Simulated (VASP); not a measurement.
Here is a VASP 6.6.1 calculation.

The input INCAR:

```
ALGO = Normal ; EDIFF = 1E-6
ENCUT = 520 ; GGA = PE
ISIF = 2 ; ISMEAR = -1
LASPH = True ; LCHARG = False
LREAL = False ; LWAVE = False
NBANDS = 12 ; NELM = 80
PREC = Accurate ; SIGMA = 0.1
```

Contents of KPOINTS:

```
k-points
0
Gamma
  5 5 5
```

Contents of POSCAR:

```
P
1.0
    0.0000000000      2.7391031705      2.7391031705
    2.7391031705      0.0000000000      2.7391031705
    2.7391031705      2.7391031705      0.0000000000
P
2
Direct
    0.1250000000      0.1250000000      0.1250000000
    0.8750000000      0.8750000000      0.8750000000
```

Potentials or basis: VASP PAW PBE potentials, release 64 (P).

Run with:

```bash
$ cat potpaw_PBE.64/P/POTCAR > POTCAR
$ mpirun -np 1 vasp_std > vasp.out
```

Question: What does it give for the pressure?

Answer: -0.4 GPa.

Question: Estimate the band gap on the k mesh.

Answer: Zero (band 5 reaches 6.76 eV, above the bottom of band 6 at 5.33 eV).

Caveat: the k points lie up to 0.40 Å⁻¹ apart.
